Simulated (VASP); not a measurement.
# SnO (P4/nmm) in VASP: further runs, part 3 of 3

VASP 6.6.1.

## (4) Single point, LDA (volume 15.853 Å^3 an atom, c/a of the conventional cell 1.0302)

Input file INCAR:

```
PREC     = Accurate       # precision mode
ENCUT    = 520            # plane-wave cutoff, eV
EDIFF    = 1E-6           # SCF threshold, eV
ISMEAR   = 0              # smearing method
SIGMA    = 0.15           # smearing width, eV
LREAL    = F              # projectors in reciprocal space
LASPH    = T              # aspherical terms in the spheres
NELM     = 80             # most SCF steps
ALGO     = Normal         # electronic algorithm
ISIF     = 2              # what is computed and relaxed
LWAVE    = F              # write WAVECAR
LCHARG   = T              # write CHGCAR
GGA      = CA             # functional
LELF     = T              # ELF
LVHAR    = T            
NBANDS   = 28             # bands
```

Input file KPOINTS:

```
regular mesh
0
Gamma
  12 12 10
```

Input file POSCAR:

```
SnO
1.0
    3.9483590147      0.0000000000      0.0000000000
    0.0000000000      3.9483590147      0.0000000000
    0.0000000000      0.0000000000      4.0675994569
Sn O
2 2
Direct
    0.0000000000      0.5000000000      0.2457459271
    0.5000000000      0.0000000000      0.7542540729
    0.0000000000      0.0000000000      0.0000000000
    0.5000000000      0.5000000000      0.0000000000
```

Potentials or basis: VASP PAW LDA potentials, release 64 (Sn_d, O).

Run with:

```console
> cat potpaw_LDA.64/Sn_d/POTCAR potpaw_LDA.64/O/POTCAR > POTCAR
> mpirun -np 1 vasp_std > vasp.out
```

OUTCAR:

```text
PREC = Accurate
   ENCUT = 520
   EDIFF = 1E-6
   ISMEAR = 0
   LREAL = F
   LASPH = T
   NELM = 80
   ISIF = 2
   GGA = CA

 ion  position               nearest neighbor table
   1  0.000  0.500  0.246-   3 2.21   4 2.21   3 2.21   4 2.21   2 3.43   2 3.43   2 3.43   2 3.43
                             2 3.47   2 3.47   2 3.47   2 3.47
   2  0.500  0.000  0.754-   3 2.21   4 2.21   4 2.21   3 2.21   1 3.43   1 3.43   1 3.43   1 3.43
                             1 3.47   1 3.47   1 3.47   1 3.47
   3  0.000  0.000  0.000-   1 2.21   2 2.21   1 2.21   2 2.21
[... 950 lines left out ...]
  --------------------------------------------------------------------------------------
  -------------------------------------------------------------------------------------
  Total       -0.7086651     -0.7086651      3.2463702      0.0000000      0.0000000      0.0000000
  in kB      -17.9052414    -17.9052414     82.0232883      0.0000000      0.0000000      0.0000000
  external PRESSURE =      15.4042685 kB  Pullay stress =       0.0000000 kB

 VOLUME and BASIS-vectors are now :
 -----------------------------------------------------------------------------
  energy-cutoff  :      520.00
  volume of cell :       63.41
      direct lattice vectors                 reciprocal lattice vectors
     3.948359015  0.000000000  0.000000000     0.253269775  0.000000000  0.000000000
     0.000000000  3.948359015  0.000000000     0.000000000  0.253269775  0.000000000
     0.000000000  0.000000000  4.067599457     0.000000000  0.000000000  0.245845249

 POSITION                                       TOTAL-FORCE (eV/Angst)
 -----------------------------------------------------------------------------------
      0.00000      1.97418      0.99960        -0.000000      0.000000      0.888425
      1.97418      0.00000      3.06800         0.000000     -0.000000     -0.888425
      0.00000      0.00000      0.00000        -0.000000     -0.000000      0.000000
      1.97418      1.97418      0.00000        -0.000000      0.000000      0.000000
 -----------------------------------------------------------------------------------
    total drift:                                0.000000      0.000000      0.000000

  FREE ENERGIE OF THE ION-ELECTRON SYSTEM (eV)
  ---------------------------------------------------
  free  energy   TOTEN  =       -25.4329498350 eV

  energy  without entropy=      -25.4329225360  energy(sigma->0) =      -25.43293619
```

OSZICAR:

```text
N       E                     dE             d eps       ncg     rms          rms(c)
DAV:   1     0.411122255800E+03    0.41112E+03   -0.19928E+04  9756   0.226E+03
DAV:   2     0.321861201476E+02   -0.37894E+03   -0.36394E+03  9680   0.545E+02
DAV:   3    -0.261214246741E+02   -0.58308E+02   -0.57261E+02 10768   0.179E+02
DAV:   4    -0.288076478693E+02   -0.26862E+01   -0.26744E+01 11116   0.407E+01
DAV:   5    -0.288694116028E+02   -0.61764E-01   -0.61754E-01 10720   0.671E+00    0.113E+01
DAV:   6    -0.255589389808E+02    0.33105E+01   -0.14932E+01 15256   0.445E+01    0.509E+00
DAV:   7    -0.254856866975E+02    0.73252E-01   -0.18889E+00 11072   0.854E+00    0.241E+00
DAV:   8    -0.254466836392E+02    0.39003E-01   -0.34307E-01 12352   0.385E+00    0.783E-01
DAV:   9    -0.254326250469E+02    0.14059E-01   -0.49875E-02 15172   0.239E+00    0.231E-01
DAV:  10    -0.254332029324E+02   -0.57789E-03   -0.67053E-03 14128   0.758E-01    0.118E-01
DAV:  11    -0.254329345004E+02    0.26843E-03   -0.13110E-03 14492   0.364E-01    0.204E-02
DAV:  12    -0.254329551968E+02   -0.20696E-04   -0.20001E-04  9996   0.786E-02    0.259E-02
DAV:  13    -0.254329502374E+02    0.49593E-05   -0.44553E-05 12040   0.581E-02    0.723E-03
DAV:  14    -0.254329498350E+02    0.40246E-06   -0.53705E-06 11440   0.198E-02
   1 F= -.25432950E+02 E0= -.25432936E+02  d E =-.272989E-04
```

stdout:

```text
POSCAR found type information on POSCAR SnO
 POSCAR found :  2 types and       4 ions
 scaLAPACK will be used
 LDA part: xc-table for (Slater(with rela. corr.)+CA(PZ))
 , standard interpolation
 POSCAR, INCAR and KPOINTS ok, starting setup
 FFT: planning ... GRIDC
 FFT: planning ... GRID_SOFT
 FFT: planning ... GRID
 WAVECAR not read
 entering main loop
```

It took 2.6 min on 1 thread of Intel Xeon 6975P-C (Granite Rapids), shared host; peak memory 0.32 GiB.

Results:

```
Free energy            : -25.4329 eV
Pressure               : 1.5 GPa
Largest force          : 0.888 eV/Å
Band gap on the k mesh : 0.55 eV, indirect (least direct gap 1.29 eV)
```

Forces in eV/Å, atoms in the order of the input:
```
Sn   0.000  0.000  0.888
Sn   0.000  0.000 -0.888
O    0.000  0.000  0.000
O    0.000  0.000  0.000
```

Stress tensor (GPa, compression positive):
```
-1.79  0.00  0.00
 0.00 -1.79  0.00
 0.00  0.00  8.20
```

Caveat: spin-orbit coupling is left out, which moves the levels of the heavy elements.

## (5) Single point, LDA (volume 15.193 Å^3 an atom, c/a of the conventional cell 1.2359)

Input file INCAR:

```
ALGO     = Normal         # electronic algorithm
EDIFF    = 1E-7           # SCF threshold, eV
ENCUT    = 520            # plane-wave cutoff, eV
ISIF     = 2              # what is computed and relaxed
ISMEAR   = 0              # smearing method
LASPH    = T              # aspherical terms in the spheres
LCHARG   = T              # write CHGCAR
LELF     = T              # ELF
LREAL    = F              # projectors in reciprocal space
LVHAR    = T            
LWAVE    = F              # write WAVECAR
NBANDS   = 28             # bands
NELM     = 60             # most SCF steps
PREC     = Accurate       # precision mode
SIGMA    = 0.15           # smearing width, eV
```

Input file KPOINTS:

```
k-points
0
Gamma
  12 12 10
```

Input file POSCAR:

```
SnO
1.0
    3.6636318294      0.0000000000      0.0000000000
    0.0000000000      3.6636318294      0.0000000000
    0.0000000000      0.0000000000      4.5277233416
Sn O
2 2
Direct
    0.0000000000      0.5000000000      0.2457459271
    0.5000000000      0.0000000000      0.7542540729
    0.0000000000      0.0000000000      0.0000000000
    0.5000000000      0.5000000000      0.0000000000
```

Run with:

```console
> cat potpaw_LDA.64/Sn_d/POTCAR potpaw_LDA.64/O/POTCAR > POTCAR
> mpirun -np 1 vasp_std > vasp.out
```

Run time: 5.6 min. Hardware: 1 thread of Intel Xeon 6975P-C, shared host; peak memory 0.33 GiB.

The run converged. Its results:

```
Free energy            : -25.5481 eV
Pressure               : 11.2 GPa
Largest force          : 1.506 eV/Å
Band gap on the k mesh : zero (band 20 reaches 9.05 eV, above the bottom of band 21 at 8.50 eV)
```

Forces on the atoms (eV/Å):
```
Sn   0.000  0.000  1.506
Sn   0.000  0.000 -1.506
O    0.000  0.000  0.000
O    0.000  0.000  0.000
```

Stress tensor (GPa, compression positive):
```
11.90  0.00  0.00
 0.00 11.90  0.00
 0.00  0.00  9.73
```

Levels at points of the mesh, in eV from the Fermi level:
| k point | band 18 | band 19 | band 20 | band 21 | band 22 | band 23 |
| --- | --- | --- | --- | --- | --- | --- |
| (0.00, 0.00, 0.00) | -3.98 | -3.98 | 0.01 | 2.47 | 4.55 | 4.55 |
| (0.50, 0.00, 0.00) | -5.88 | -3.38 | -3.38 | 3.52 | 3.52 | 6.04 |
| (0.50, 0.50, 0.00) | -3.23 | -2.12 | -2.12 | -0.49 | -0.49 | 4.33 |
| (0.00, 0.00, 0.50) | -3.99 | -2.78 | -2.51 | 1.38 | 2.46 | 2.46 |
| (0.50, 0.00, 0.50) | -5.82 | -2.14 | -2.14 | 2.84 | 2.84 | 5.34 |
| (0.50, 0.50, 0.50) | -3.23 | -3.22 | -3.22 | 2.05 | 2.05 | 4.53 |

Caveat: spin-orbit coupling is left out, which moves the levels of the heavy elements; forces of over 1 eV/Å act on the atoms, so gaps and moduli don't describe the material at rest.

## (6) Single point, LDA (volume 15.853 Å^3 an atom, c/a of the conventional cell 1.3131)

Input file INCAR:

```
SYSTEM = SnO
PREC = Accurate
ENCUT = 520
EDIFF = 1E-6
ISMEAR = 0
SIGMA = 0.15
LREAL = .False.
LASPH = .True.
NELM = 100
ALGO = Normal
ISIF = 2
LWAVE = .False.
LCHARG = .False.
GGA = CA
NBANDS = 28
```

Input file KPOINTS:

```
regular mesh
0
Gamma
  12 12 10
  0 0 0
```

Input file POSCAR:

```
SnO
1.0
    3.6415914150      0.0000000000      0.0000000000
    0.0000000000      3.6415914150      0.0000000000
    0.0000000000      0.0000000000      4.7817736871
Sn O
2 2
Direct
    0.0000000000      0.5000000000      0.2457459271
    0.5000000000      0.0000000000      0.7542540729
    0.0000000000      0.0000000000      0.0000000000
    0.5000000000      0.5000000000      0.0000000000
```

Potentials or basis: VASP PAW LDA potentials, release 64 (Sn_d, O).

Run with:

```console
> cat potpaw_LDA.64/Sn_d/POTCAR potpaw_LDA.64/O/POTCAR > POTCAR
> mpirun -np 1 vasp_std > vasp.out
```

It took 5 min on 1 thread of Intel Xeon 6975P-C, shared host; peak memory 0.33 GiB.

Results (log left out):

```yaml
Free_energy: -25.6272 eV
Pressure: 6.2 GPa
Largest_force: 0.496 eV/Å
Band_gap_on_the_k_mesh: zero (band 20 reaches 8.60 eV, above the bottom of band 21 at 7.90 eV)
```

Forces in eV/Å, atoms in the order of the input:
```
Sn   0.000  0.000  0.496
Sn   0.000  0.000 -0.496
O    0.000  0.000  0.000
O    0.000  0.000  0.000
```

Stress tensor (GPa, compression positive):
```
8.33 0.00 0.00
0.00 8.33 0.00
0.00 0.00 1.90
```

Levels at points of the mesh, in eV from the Fermi level:
```
           k point  band 16  band 17  band 18  band 19  band 20  band 21  band 22  band 23  band 24  band 25
(0.00, 0.00, 0.00)    -7.07    -4.11    -3.52    -3.52     0.20     2.52     4.21     4.56     4.56     5.61
(0.50, 0.00, 0.00)    -5.88    -5.45    -5.45    -3.42    -3.42     3.12     3.12     6.03     6.03     6.36
(0.50, 0.50, 0.00)    -6.06    -2.82    -2.82    -2.25    -2.25    -0.50    -0.50     3.97     3.97     7.21
(0.00, 0.00, 0.50)    -4.17    -3.54    -3.54    -3.08    -2.96     1.82     2.64     2.64     3.95     7.71
(0.50, 0.00, 0.50)    -6.24    -5.41    -5.41    -2.23    -2.23     2.44     2.44     5.47     5.47     6.99
(0.50, 0.50, 0.50)    -6.58    -3.12    -3.12    -2.82    -2.82     1.86     1.86     3.97     3.97     5.79
```

Caveat: spin-orbit coupling is left out, which moves the levels of the heavy elements.

## (7) Overview

```tsv
cell	gap on the mesh (eV)	pressure (GPa)	largest force (eV/Å)
a = 3.835, b = 3.835, c = 3.951 Å, 4 atoms	0.33	13.4	2.04
a = 3.893, b = 3.893, c = 4.010 Å, 4 atoms	0.45	6.8	1.42
a = 3.948, b = 3.948, c = 4.068 Å, 4 atoms	0.55	1.5	0.89
a = 3.664, b = 3.664, c = 4.528 Å, 4 atoms	none	11.2	1.51
a = 3.642, b = 3.642, c = 4.782 Å, 4 atoms	none	6.2	0.50
```

Alike in all rows: task single point; level LDA; potentials or basis VASP PAW LDA potentials, release 64 (Sn_d, O); no spin polarisation; k mesh 12 × 12 × 10; cutoff (eV) 520; smearing gaussian 0.15 eV.

Caveats: spin-orbit coupling is left out, which moves the levels of the heavy elements; forces of over 1 eV/Å act on the atoms, so gaps and moduli don't describe the material at rest (some runs).

Total energies depend on the potentials used, so only differences within one code and one set of settings carry meaning.
